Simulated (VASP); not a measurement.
Set up this calculation in VASP 6.6.1, as the native input.

```yaml
Task: single point
Functional: LDA
Potentials_or_basis: VASP PAW LDA potentials, release 64 (Ag)
Cutoff: 500 eV
k_mesh: 18 × 18 × 10
Occupations: methfessel-paxton, width 0.1 eV
Spin: no spin polarisation
Dipole_correction: no
Further_INCAR_settings: ALGO = Normal; EDIFF = 1e-06; NBANDS = 18
```

The structure of Ag lies in POSCAR:

```
Ag
1.0
    2.9299980804      0.0000000000      0.0000000000
   -1.4649990402      2.5374527707      0.0000000000
    0.0000000000      0.0000000000      5.1492500000
Ag
2
Direct
    0.3333333333      0.6666666667      0.2500000000
    0.6666666667      0.3333333333      0.7500000000
```

This cell differs from its parent crystal: strain +0.0750 x Voigt [0, 0, 1, 0, 0, 0].

The input as run:

INCAR

```
SYSTEM = Ag
PREC = Accurate
ENCUT = 500
EDIFF = 1E-6
ISMEAR = 1
SIGMA = 0.1
LREAL = .FALSE.
LASPH = .TRUE.
NELM = 120
ALGO = Normal
ISIF = 2
LWAVE = .FALSE.
LCHARG = .FALSE.
NBANDS = 18
GGA_COMPAT = .FALSE.
```

KPOINTS

```
regular mesh
0
G
  18 18 10
  0 0 0
```

Potentials or basis: VASP PAW LDA potentials, release 64 (Ag).

Launch:

```bash
$ cat potpaw_LDA.64/Ag/POTCAR > POTCAR
$ mpirun -np 1 vasp_std > vasp.out
```

It gave:

The pressure is -14.0 GPa. The band gap on the k mesh is zero (band 11 reaches 10.74 eV, above the bottom of band 12 at 3.40 eV).

Caveat: the cell differs from its parent crystal (strain +0.0750 x Voigt [0, 0, 1, 0, 0, 0]).

Run time: 2.7 min on 1 thread of Intel Xeon 8259CL (shared host), peak memory 0.23 GiB.
